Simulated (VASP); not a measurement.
GaN:

```
Ga N
1.0
     0.00000    2.43471    2.43471
     2.43471    0.00000    2.43471
     2.43471    2.43471    0.00000
Ga N
1 1
Direct
  0.00000 0.00000 0.00000
  0.25000 0.25000 0.25000
```

```yaml
Program: VASP 6.6.1
Task: relaxation of cell and atoms
Functional: PBEsol
Potentials_or_basis: VASP PAW PBE potentials, release 64 (Ga_d, N)
Cutoff: 600 eV
k_mesh: 8 × 8 × 8
Occupations: gaussian, width 0.1 eV
Spin: no spin polarisation
```

At the start: pressure -26.4 GPa; volume 14.43 Å³/atom.

How do energy, volume and symmetry change on relaxing?

Over 3 steps the energy falls by 317.3 meV/atom and the volume is 11.38 Å³/atom (-21.1 %); space group F-43m (No. 216, to 0.05 Å).

Step by step:
| step | energy change (eV) | largest force (eV/Å) | pressure (GPa) | volume (Å³) |
| --- | --- | --- | --- | --- |
| 1 | 0.0000 | 0.0000 | -26.39 | 28.86 |
| 2 | -0.4011 | 0.0000 | 31.20 | 20.03 |
| 3 | -0.6346 | 0.0000 | -0.37 | 22.76 |

Final structure:
```
CELL_PARAMETERS angstrom
0.00000 2.24939 2.24939
2.24939 0.00000 2.24939
2.24939 2.24939 0.00000
ATOMIC_POSITIONS crystal
Ga 0.00000 0.00000 0.00000
N 0.25000 0.25000 0.25000
```

Caveat: the volume moved by over 15 % at a fixed basis, so the end points are rough; the PAW data sets were made with another functional, which shifts forces and pressure a little.
